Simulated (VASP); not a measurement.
# SiO2 (Imma) in VASP: a series of runs

SiO2 is run at these levels: RPBE+D3(BJ), LDA, PBEsol, PBE; tasks: single point.

Everything below comes from runs of VASP 6.6.1. Logs are shortened: lines on timing, memory, paths and dates and some standing lists are left out, and cuts for length are marked.

### 1 The cell of the first run

It takes space group Imma (No. 74, orthorhombic). The conventional cell has a = 5.304 Å, b = 7.849 Å, c = 9.063 Å, α = 90.00°, β = 90.00°, γ = 90.00°. Within 2.1 Å of Si (site symmetry m) lie 4 O at 1.61 to 1.63 Å. Within 2.1 Å of O (site symmetry 2/m) lie 2 Si at 1.61 Å. Within 2.2 Å of O (site symmetry 2) lie 2 Si at 1.63 Å. Within 2.1 Å of O (site symmetry mm2) lie 2 Si at 1.62 Å.

### 2 Single point, RPBE+D3(BJ)

Contents of INCAR:

```
  PREC = Accurate
  ENCUT = 520
  EDIFF = 1E-6
  ISMEAR = -1
  SIGMA = 0.05
  LREAL = F
  LASPH = T
  NELM = 80
  ALGO = Normal
  ISIF = 2
  LWAVE = F
  LCHARG = T
  GGA = RP
  IVDW = 12
  LELF = T
  LVHAR = T
  NBANDS = 44
```

Contents of KPOINTS:

```
regular mesh
0
Gamma
  6 6 6
```

Contents of POSCAR:

```
SiO2
1.0
   -2.6518117946      3.9246762539      4.5315269573
    2.6518117946     -3.9246762539      4.5315269573
    2.6518117946      3.9246762539     -4.5315269573
Si O
4 8
Direct
    0.2808690266      0.8267966468      0.4540723798
    0.1272757331      0.1732033532      0.9540723798
    0.7191309734      0.1732033532      0.5459276202
    0.8727242669      0.8267966468      0.0459276202
    0.5000000000      0.0000000000      0.5000000000
    0.0000000000      0.0000000000      0.0000000000
    0.7140987332      0.0000000000      0.2140987332
    0.2859012668      0.5000000000      0.2859012668
    0.2859012668      0.0000000000      0.7859012668
    0.7140987332      0.5000000000      0.7140987332
    0.9461267925      0.1961267925      0.7500000000
    0.0538732075      0.8038732075      0.2500000000
```

Potentials or basis: VASP PAW PBE potentials, release 64 (Si, O).

Launch:

```console
> cat potpaw_PBE.64/Si/POTCAR potpaw_PBE.64/O/POTCAR > POTCAR
> mpirun -np 1 vasp_std > vasp.out
```

OUTCAR:

```text
PREC = Accurate
   ENCUT = 520
   EDIFF = 1E-6
   ISMEAR = -1
   LREAL = F
   LASPH = T
   NELM = 80
   ISIF = 2
   GGA = RP
   IVDW = 12
 IVDW          = 12

 ion  position               nearest neighbor table
   1  0.281  0.827  0.454-   5 1.61  12 1.62   9 1.63   8 1.63   2 2.99   2 2.99
   2  0.127  0.173  0.954-   6 1.61  11 1.62   9 1.63   8 1.63   1 2.99   1 2.99
   3  0.719  0.173  0.546-   5 1.61  11 1.62  10 1.63   7 1.63   4 2.99   4 2.99
   4  0.873  0.827  0.046-   6 1.61  12 1.62   7 1.63  10 1.63   3 2.99   3 2.99
   5  0.500  0.000  0.500-   1 1.61   3 1.61
   6  0.000  0.000  0.000-   2 1.61   4 1.61
   7  0.714  0.000  0.214-   4 1.63   3 1.63
   8  0.286  0.500  0.286-   2 1.63   1 1.63
   9  0.286  0.000  0.786-   2 1.63   1 1.63
  10  0.714  0.500  0.714-   4 1.63   3 1.63
  11  0.946  0.196  0.750-   3 1.62   2 1.62
  12  0.054  0.804  0.250-   1 1.62   4 1.62

  LATTYP: Found a body centered orthorhombic cell.
 ALAT       =     5.3036235892
 B/A-ratio  =     1.4799980383
 C/A-ratio  =     1.7088418441

  Lattice vectors:

 A1 = (  -2.6518117946,   3.9246762539,   4.5315269573)
 A2 = (   2.6518117946,  -3.9246762539,   4.5315269573)
 A3 = (   2.6518117946,   3.9246762539,  -4.5315269573)

Analysis of symmetry for initial positions (statically):
=====================================================================
 Subroutine PRICEL returns:
 Original cell was already a primitive cell.

 Routine SETGRP: Setting up the symmetry group for a
 body centered orthorhombic supercell.

 Subroutine GETGRP returns: Found  8 space group operations
 (whereof  4 operations were pure point group operations)
 out of a pool of  8 trial point group operations.

The static configuration has the point symmetry C_2h.
 The point group associated with its full space group is D_2h.

Analysis of symmetry for dynamics (positions and initial velocities):
=====================================================================
 Subroutine PRICEL returns:
 Original cell was already a primitive cell.

 Routine SETGRP: Setting up the symmetry group for a
 body centered orthorhombic supercell.

 Subroutine GETGRP returns: Found  8 space group operations
 (whereof  4 operations were pure point group operations)
 out of a pool of  8 trial point group operations.

The dynamic configuration has the point symmetry C_2h.
 The point group associated with its full space group is D_2h.

 Subroutine INISYM returns: Found  8 space group operations
 (whereof  4 operations are pure point group operations),
 and found     1 'primitive' translations

----------------------------------------------------------------------------------------

                                     Primitive cell

  volume of cell :     188.6475

  direct lattice vectors                    reciprocal lattice vectors
    -2.651811795  3.924676254  4.531526957     0.000000000  0.127399043  0.110338084
     2.651811795 -3.924676254  4.531526957     0.188550334  0.000000000  0.110338084
     2.651811795  3.924676254 -4.531526957     0.188550334  0.127399043  0.000000000

  length of vectors
     6.555145007  6.555145007  6.555145007     0.168537856  0.218462173  0.227556026

  position of ions in fractional coordinates (direct lattice)
     0.280869027  0.826796647  0.454072380
     0.127275733  0.173203353  0.954072380
     0.719130973  0.173203353  0.545927620
     0.872724267  0.826796647  0.045927620
     0.500000000  0.000000000  0.500000000
     0.000000000  0.000000000  0.000000000
     0.714098733  0.000000000  0.214098733
     0.285901267  0.500000000  0.285901267
     0.285901267  0.000000000  0.785901267
     0.714098733  0.500000000  0.714098733
     0.946126793  0.196126793  0.750000000
     0.053873207  0.803873207  0.250000000

  ion indices of the primitive-cell ions
   primitive index   ion index
                 1           1
                 2           2
                 3           3
                 4           4
                 5           5
                 6           6
                 7           7
                 8           8
                 9           9
                10          10
                11          11
                12          12

----------------------------------------------------------------------------------------

 KPOINTS: regular mesh

Automatic generation of k-mesh.
 Grid dimensions read from file:
 generate k-points for:    6    6    6

 Generating k-lattice:

  Cartesian coordinates                     Fractional coordinates (reciprocal lattice)
     0.000000000  0.021233174  0.018389681     0.166666667  0.000000000 -0.000000000
     0.031425056  0.000000000  0.018389681     0.000000000  0.166666667  0.000000000
     0.031425056  0.021233174  0.000000000    -0.000000000  0.000000000  0.166666667

  Length of vectors
     0.028089643  0.036410362  0.037926004

  Shift w.r.t. Gamma in fractional coordinates (k-lattice)
     0.000000000  0.000000000  0.000000000

 Subroutine IBZKPT returns following result:
 ===========================================

 Found     46 irreducible k-points:

 Following reciprocal coordinates:
            Coordinates               Weight
  0.000000  0.000000  0.000000      1.000000
  0.166667  0.000000  0.000000      4.000000
  0.333333  0.000000 -0.000000      4.000000
  0.500000  0.000000  0.000000      2.000000
  0.000000  0.166667  0.000000      4.000000
  0.166667  0.166667 -0.000000      8.000000
[... 16 lines left out ...]
 -0.166667  0.166667  0.166667      2.000000
  0.166667  0.333333  0.166667      4.000000
 [... further k-points ...]
   k-points           NKPTS =     46   k-points in BZ     NKDIM =     46   number of bands    NBANDS=     44
   number of dos      NEDOS =    301   number of ions     NIONS =     12
   total plane-waves  NPLWV = 125000
   dimension x,y,z NGX =    50 NGY =   50 NGZ =   50
   dimension x,y,z NGXF=   100 NGYF=  100 NGZF=  100
   ions per type =               4   8
   NGX,Y,Z   is equivalent  to a cutoff of  12.68, 12.68, 12.68 a.u.
   NGXF,Y,Z  is equivalent  to a cutoff of  25.36, 25.36, 25.36 a.u.
 SYSTEM =  unknown system
   PREC   = accura    normal or accurate (medium, high low for compatibility)
   ISTART =      0    job   : 0-new  1-cont  2-samecut
   ICHARG =      2    charge: 1-file 2-atom 10-const
   ISPIN  =      1    spin polarized calculation?
   LNONCOLLINEAR =      F non collinear calculations
   LSORBIT =      F    spin-orbit coupling
   LASPH  =      T    aspherical Exc in radial PAW
   ENCUT  =  520.0 eV  38.22 Ry    6.18 a.u.  12.19 12.19 12.19*2*pi/ulx,y,z
   NELM   =     80;   NELMIN=  2; NELMDL= -5     # of ELM steps
   EDIFF  = 0.1E-05   stopping-criterion for ELM
   LREAL  =      F    real-space projection
   EDIFFG = 0.1E-04   stopping-criterion for IOM
   NSW    =      0    number of steps for IOM
   IBRION =     -1    ionic relax: 0-MD 1-quasi-New 2-CG
   NFREE  =      0    steps in history (QN), initial steepest desc. (CG)
   ISIF   =      2    stress and relaxation
   ISYM   =      2    0-nonsym 1-usesym 2-fastsym
   POTIM  = 0.5000    time-step for ionic-motion
   TEBEG  =    0.0;   TEEND  =   0.0 temperature during run
   PSTRESS=    0.0 pullay stress
   NELECT =      64.0000    total number of electrons
   NUPDOWN=      -1.0000    fix difference up-down
   EMIN   =  10.00;   EMAX   =-10.00  energy-range for DOS
   EFERMI =   0.00;   METHOD = LEGACY
   ISMEAR =    -1;   SIGMA  =   0.05  broadening in eV -4-tet -1-fermi 0-gaus
   EFERMI_NEDOS =   21; number of points for ismear=-14 and -15
   IALGO  =     38    algorithm
   IMIX   =      4    mixing-type and parameters
     AMIX     =   0.40;   BMIX     =  1.00
     AMIX_MAG =   1.60;   BMIX_MAG =  1.00
  volume/ion in A,a.u.               =      15.72       106.09
  Fermi-wavevector in a.u.,A,eV,Ry     =   1.141785  2.157661 17.737558  1.303674
  Thomas-Fermi vector in A             =   2.278485
   LORBIT       =      0    0 simple, 1 ext, 2 COOP (PROOUT), +10 PAW based schemes
   GGA     = RP    functional components
   LHFCALC =     F    Hartree Fock is set to
   AEXX    =    0.0000 exact exchange contribution
   IVDW    =    12    specifies the selected vdW correction
   LEPSILON=     F    determine dielectric tensor
   LRPA    =     F    only Hartree local field effects (RPA)
 non-spin polarized calculation
  energy-cutoff  :      520.00
  volume of cell :      188.65
 maximum number of plane-waves:      5104
 NGX is ok and might be reduce to    50
   NGX = 25   NGY = 25   NGZ = 25

 number of electron      63.9999987 magnetization

 Free energy of the ion-electron system (eV)
  ---------------------------------------------------
  ext. energy  EPLUGINS =         0.00000000
  ---------------------------------------------------
  free energy    TOTEN  =       -90.85477927 eV

  energy without entropy =      -90.85477927  energy(sigma->0) =      -90.85477927

 E-fermi :   0.9014     XC(G=0):  -7.6750

 val. band max:       -0.2406308196   @ k =   0.5000   0.5000   0.5000
 cond. band min:       5.2481157042   @ k =   0.0000   0.0000   0.0000
 fundamental gap:      5.4887465239
 Fermi energy:         0.9014499820

 k-point     1 :       0.0000    0.0000    0.0000
  band No.  band energies     occupation
      1     -19.8460      2.00000
      2     -18.8666      2.00000
      3     -18.4134      2.00000
      4     -18.2698      2.00000
      5     -17.9526      2.00000
      6     -17.8060      2.00000
[... 36 lines left out ...]
     43      10.4483      0.00000
     44      11.1779      0.00000
[... 1040 lines left out ...]
      4     -18.4774      2.00000
      5     -17.8405      2.00000
      6     -17.8117      2.00000
[... 36 lines left out ...]
     43      11.1012      0.00000
     44      11.2147      0.00000

 [... further k-points ...]

------------------------ aborting loop because EDIFF is reached ----------------------------------------

 Edisp (eV)   -4.71505

 E8    (eV) :    -2.4181

  FORCE on cell =-STRESS in cart. coord.  units (eV):
  Direction    XX          YY          ZZ          XY          YZ          ZX
  --------------------------------------------------------------------------------------
  -------------------------------------------------------------------------------------
  Total      -0.17303    -0.49933    -0.38884     0.00000     0.00000     0.00000
  in kB      -1.46952    -4.24080    -3.30242     0.00000     0.00000     0.00000
  external pressure =       -3.00 kB  Pullay stress =        0.00 kB

 VOLUME and BASIS-vectors are now :
 -----------------------------------------------------------------------------
  energy-cutoff  :      520.00
  volume of cell :      188.65
      direct lattice vectors                 reciprocal lattice vectors
    -2.651811795  3.924676254  4.531526957     0.000000000  0.127399043  0.110338084
     2.651811795 -3.924676254  4.531526957     0.188550334  0.000000000  0.110338084
     2.651811795  3.924676254 -4.531526957     0.188550334  0.127399043  0.000000000

 POSITION                                       TOTAL-FORCE (eV/Angst)
 -----------------------------------------------------------------------------------
      2.65181     -0.36050      2.96178        -0.000000      0.025284      0.019959
      2.65181      3.56417     -2.96178        -0.000000      0.025284     -0.019959
      0.00000      4.28518      1.56975         0.000000     -0.025284     -0.019959
      0.00000      0.36050      7.49330         0.000000     -0.025284      0.019959
      0.00000      3.92468      0.00000         0.000000      0.000000      0.000000
      0.00000      0.00000      0.00000         0.000000      0.000000      0.000000
     -1.32591      3.64287      2.26576        -0.000000      0.038214      0.000000
      1.32591      0.28180      2.26576         0.000000     -0.038214     -0.000000
      1.32591      4.20648     -2.26576         0.000000     -0.038214     -0.000000
      1.32591      3.64287      2.26576        -0.000000      0.038214      0.000000
      0.00000      5.88701      1.77751        -0.000000      0.000000     -0.016498
      2.65181     -1.96234      2.75402         0.000000      0.000000      0.016498
 -----------------------------------------------------------------------------------
    total drift:                                0.000001     -0.000001     -0.000001

  FREE ENERGIE OF THE ION-ELECTRON SYSTEM (eV)
  ---------------------------------------------------
  free  energy   TOTEN  =       -95.5698243892 eV

  energy  without entropy=      -95.5698243892  energy(sigma->0) =      -95.56982439
```

It took 5.7 min on 1 thread of Intel Xeon 6975P-C (Granite Rapids), shared host; peak memory 0.51 GiB.

Results:

| Quantity | Value |
| --- | --- |
| Free energy | -95.5698 eV |
| Pressure | -0.3 GPa |
| Largest force | 0.038 eV/Å |
| Band gap on the k mesh | 5.49 eV, indirect (least direct gap 5.50 eV) |
| Dispersion energy per atom | -0.393 eV |

Forces in eV/Å, atoms in the order of the input:
```
Si   0.000  0.025  0.020
Si   0.000  0.025 -0.020
Si   0.000 -0.025 -0.020
Si   0.000 -0.025  0.020
O    0.000  0.000  0.000
O    0.000  0.000  0.000
O    0.000  0.038  0.000
O    0.000 -0.038  0.000
O    0.000 -0.038  0.000
O    0.000  0.038  0.000
O    0.000  0.000 -0.016
O    0.000  0.000  0.016
```

Caveat: the PAW data sets were made with another functional, which shifts forces and pressure a little. A k mesh can miss the band edges.

### 3 Single point, LDA

This run uses another cell than the first one, of 18.55 Å³/atom, 1.180 times its volume.

Contents of INCAR:

```
PREC = Accurate
ENCUT = 520
EDIFF = 1E-6
ISMEAR = -1
SIGMA = 0.05
LREAL = False
LASPH = True
NELM = 80
ALGO = Normal
ISIF = 2
LWAVE = False
LCHARG = True
GGA = CA
LELF = True
LVHAR = True
NBANDS = 44
```

KPOINTS is that of step 2.

Contents of POSCAR:

```
SiO2
1.0
   -2.6233364600      4.7767535050      4.4416747250
    2.6233364600     -4.7767535050      4.4416747250
    2.6233364600      4.7767535050     -4.4416747250
Si O
4 8
Direct
    0.2603409800      0.8449448900      0.4153960900
    0.0704512000      0.1550551100      0.9153960900
    0.7396590200      0.1550551100      0.5846039100
    0.9295488000      0.8449448900      0.0846039100
    0.5000000000      0.0000000000      0.5000000000
    0.0000000000      0.0000000000      0.0000000000
    0.7931754100      0.0000000000      0.2931754100
    0.2068245900      0.5000000000      0.2068245900
    0.2068245900      0.0000000000      0.7068245900
    0.7931754100      0.5000000000      0.7931754100
    0.8693111300      0.1193111300      0.7500000000
    0.1306888700      0.8806888700      0.2500000000
```

Potentials or basis: VASP PAW LDA potentials, release 64 (Si, O).

Launch:

```console
> cat potpaw_LDA.64/Si/POTCAR potpaw_LDA.64/O/POTCAR > POTCAR
> mpirun -np 1 vasp_std > vasp.out
```

Run time: 8.8 min. Hardware: 1 thread of Intel Xeon 6975P-C (Granite Rapids), shared host; peak memory 0.5 GiB.

It converged, with:

| Property | Result |
| --- | --- |
| Free energy | -103.6095 eV |
| Pressure | -0.8 GPa |
| Largest force | 0.050 eV/Å |
| Band gap on the k mesh | 5.41 eV, direct |

Forces in eV/Å, atoms in the order of the input:
```
Si   0.000 -0.043 -0.026
Si   0.000 -0.043  0.026
Si   0.000  0.043  0.026
Si   0.000  0.043 -0.026
O    0.000  0.000  0.000
O    0.000  0.000  0.000
O    0.000  0.026  0.000
O    0.000 -0.026  0.000
O    0.000 -0.026  0.000
O    0.000  0.026  0.000
O    0.000  0.000  0.030
O    0.000  0.000 -0.030
```

Levels at points of the mesh, in eV from the valence-band top:
| k point | band 29 | band 30 | band 31 | band 32 | band 33 | band 34 | band 35 | band 36 |
| --- | --- | --- | --- | --- | --- | --- | --- | --- |
| (0.00, 0.00, 0.00) | -1.06 | -0.73 | -0.43 | 0.00 | 5.41 | 8.37 | 8.59 | 8.79 |
| (0.50, 0.00, 0.00) | -0.56 | -0.54 | -0.31 | -0.14 | 6.38 | 6.91 | 8.44 | 8.92 |
| (0.00, 0.50, 0.00) | -0.90 | -0.85 | -0.74 | -0.20 | 7.59 | 7.72 | 8.37 | 8.39 |
| (0.50, 0.50, 0.00) | -0.98 | -0.98 | -0.40 | -0.40 | 7.61 | 7.61 | 8.83 | 8.83 |
| (0.50, 0.50, 0.50) | -0.57 | -0.24 | -0.21 | -0.02 | 7.31 | 7.40 | 7.68 | 7.83 |

### 4 Single point, LDA

This run uses another cell than the first one, of 18.32 Å³/atom, 1.166 times its volume.

Contents of INCAR:

```
SYSTEM = SiO2
ALGO     = Normal         ! electronic algorithm
EDIFF    = 1E-6           ! SCF threshold, eV
ENCUT    = 520            ! plane-wave cutoff, eV
GGA      = CA             ! functional
ISIF     = 2              ! what is computed and relaxed
ISMEAR   = -1             ! smearing method
LASPH    = .True.         ! aspherical terms in the spheres
LCHARG   = .True.         ! write CHGCAR
LELF     = .True.         ! ELF
LREAL    = .False.        ! projectors in reciprocal space
LVHAR    = .True.       
LWAVE    = .False.        ! write WAVECAR
NBANDS   = 44             ! bands
NELM     = 80             ! most SCF steps
PREC     = Accurate       ! precision mode
SIGMA    = 0.05           ! smearing width, eV
```

Contents of KPOINTS:

```
k-points
0
Gamma
  6 6 6
  0 0 0
```

Contents of POSCAR:

```
SiO2
1.0
   -2.6150536785      4.7378933396      4.4366824195
    2.6150536785     -4.7378933396      4.4366824195
    2.6150536785      4.7378933396     -4.4366824195
Si O
4 8
Direct
    0.2606495596      0.8441056402      0.4165439194
    0.0724382791      0.1558943598      0.9165439194
    0.7393504404      0.1558943598      0.5834560806
    0.9275617209      0.8441056402      0.0834560806
    0.5000000000      0.0000000000      0.5000000000
    0.0000000000      0.0000000000      0.0000000000
    0.7902960305      0.0000000000      0.2902960305
    0.2097039695      0.5000000000      0.2097039695
    0.2097039695      0.0000000000      0.7097039695
    0.7902960305      0.5000000000      0.7902960305
    0.8721533333      0.1221533333      0.7500000000
    0.1278466667      0.8778466667      0.2500000000
```

Launch:

```console
> cat potpaw_LDA.64/Si/POTCAR potpaw_LDA.64/O/POTCAR > POTCAR
> mpirun -np 1 vasp_std > vasp.out
```

Run time: 13 min. Hardware: 1 thread of Intel Xeon 6975P-C, shared host; peak memory 0.5 GiB.

It converged, with:

```yaml
Free_energy: -103.6100 eV
Pressure: 0.4 GPa
Largest_force: 0.056 eV/Å
Band_gap_on_the_k_mesh: 5.42 eV, direct
```

Forces in eV/Å, atoms in the order of the input:
```
Si   0.000  0.044  0.034
Si   0.000  0.044 -0.034
Si   0.000 -0.044 -0.034
Si   0.000 -0.044  0.034
O    0.000  0.000  0.000
O    0.000  0.000  0.000
O    0.000 -0.009  0.000
O    0.000  0.009  0.000
O    0.000  0.009  0.000
O    0.000 -0.009  0.000
O    0.000  0.000  0.000
O    0.000  0.000  0.000
```

Stress tensor (GPa, compression positive):
```
0.47 0.00 0.00
0.00 0.35 0.00
0.00 0.00 0.40
```

Levels at points of the mesh, in eV from the valence-band top:
```tsv
k point	band 28	band 29	band 30	band 31	band 32	band 33	band 34	band 35	band 36	band 37
(0.00, 0.00, 0.00)	-1.31	-1.05	-0.75	-0.46	0.00	5.42	8.35	8.71	8.87	9.07
(0.50, 0.00, 0.00)	-1.22	-0.58	-0.57	-0.32	-0.17	6.39	6.92	8.49	9.00	9.05
(0.00, 0.50, 0.00)	-1.41	-0.89	-0.85	-0.79	-0.22	7.64	7.71	8.36	8.46	9.18
(0.50, 0.50, 0.00)	-1.50	-0.99	-0.99	-0.43	-0.43	7.62	7.62	8.85	8.85	9.12
(0.50, 0.50, 0.50)	-1.37	-0.60	-0.26	-0.24	-0.02	7.33	7.47	7.69	7.85	8.62
```

(Continued in part 2 of 3.)
